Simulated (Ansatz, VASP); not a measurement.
**Zn3C in VASP and in Ansatz**

File INCAR:

```
PREC = Accurate
ENCUT = 600
EDIFF = 1E-6
ISMEAR = 0
SIGMA = 0.1
LREAL = F
LASPH = T
NELM = 200
ALGO = Normal
ISIF = 2
LWAVE = F
LCHARG = F
ISPIN = 2
MAGMOM = 0 0 0 1
LORBIT = 11
GGA = PE
NBANDS = 32
GGA_COMPAT = F
```

File KPOINTS:

```
regular mesh
0
Gamma
  6 6 4
```

Contents of POSCAR:

```
Zn3C
1.0
    3.1683554169      0.0000000000      0.0000000000
   -1.5841777084      2.7438762792      0.0000000000
    0.0000000000      0.0000000000      6.3498541450
Zn C
3 1
Direct
    0.0000000000      0.0000000000      0.5000000000
    0.6666666667      0.3333333333      0.1890846448
    0.6666666667      0.3333333333      0.8109153552
    0.0000000000      0.0000000000      0.0000000000
```

Input for Ansatz:

```yaml
crystal:
  lattice:
    - [3.1683554169, 0.0, 0.0]
    - [-1.5841777084, 2.7438762792, 0.0]
    - [0.0, 0.0, 6.349854145]
  atoms:
    - { symbol: Zn, position: [0.0, 0.0, 0.5] }
    - { symbol: Zn, position: [0.6666666667, 0.3333333333, 0.1890846448] }
    - { symbol: Zn, position: [0.6666666667, 0.3333333333, 0.8109153552] }
    - { symbol: C, position: [0.0, 0.0, 0.0], spin: 1.0 }
basis:
  ecutwfc: 420
kpoints:
  mp_grid: { grid: [6, 6, 4] }
hamiltonian:
  xc: pbe
scf:
  occupations: { method: gaussian, width: 0.1 }
  lower_state_search: "off"
output:
  forces: true
  stress: true
  eigenvalues: true
  populations: true
magnetization:
  spin_polarized: true
```

Change from the starting cell: species swapped into the Cd3Ag type (P-6m2, No. 187).

Alike in both runs: task single point; functional PBE; k mesh 6 × 6 × 4; occupations gaussian, width 0.1 eV; collinear spin.

```csv
,VASP,Ansatz
version,VASP 6.6.1,Ansatz 0.2.0
potentials or method,"VASP PAW PBE potentials, release 64 (Zn, C), cutoff 600 eV","scalar-relativistic, plane waves, PAW"
valence electrons in the cell,40,40
```

|  | VASP | Ansatz | Ansatz less VASP |
| --- | --- | --- | --- |
| gap on the k mesh at the Fermi level (eV) | none | none | - |
| pressure (GPa) | 0.0 | -0.3 | -0.37 |
| traceless stress, the component that is largest in VASP (GPa) | 0.10 | 0.04 | -0.064 |
| rms of the force components (eV/Å) | 0.017 | 0.002 | -0.0153 |
| net moment per atom (μB) | 0.00 | 0.00 | 0.000 |

Atom by atom the forces differ by 0.015 eV/Å (rms over components). A gap of «none» marks a metal or a gap that the smearing closes. The functional is the same, so the differences come from potentials, cutoffs and numerics. Ansatz's warnings: seeded moment not kept.

The k mesh is coarse, so the values compare programs but aren't converged.
